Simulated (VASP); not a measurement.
Crystal: Si3N4.

```
Si N
1.0
     7.61700    0.00000    0.00000
    -3.80850    6.59652    0.00000
     0.00000    0.00000    2.91340
Si N
6 8
Direct
  0.17405 0.76794 0.25000
  0.40611 0.17405 0.75000
  0.23206 0.40611 0.25000
  0.82595 0.23206 0.75000
  0.59389 0.82595 0.25000
  0.76794 0.59389 0.75000
  0.33333 0.66667 0.25000
  0.66667 0.33333 0.75000
  0.32979 0.03000 0.25000
  0.29979 0.32979 0.75000
  0.97000 0.29979 0.25000
  0.67021 0.97000 0.75000
  0.70021 0.67021 0.25000
  0.03000 0.70021 0.75000
```

Base run:

```yaml
Program: VASP 6.6.1
Functional: PBEsol
Potentials_or_basis: VASP PAW PBE potentials, release 64 (Si, N)
Cutoff: 520 eV
k_mesh: 4 × 4 × 9
Occupations: fermi-dirac, width 0.02 eV
Spin: no spin polarisation
```

Its results: band gap on the k mesh 4.18 eV (least direct gap 4.36 eV); pressure 0.5 GPa; largest force 0.031 eV/Å.

The run is repeated on the same cell with these changes: functional from PBEsol to r2SCAN. What comes out?

Band gap on the k mesh 4.97 eV (least direct gap 5.16 eV); pressure -1.8 GPa; largest force 0.052 eV/Å.

Caveats: the PAW data sets were made with another functional, which shifts forces and pressure a little.

A k mesh can miss the band edges.
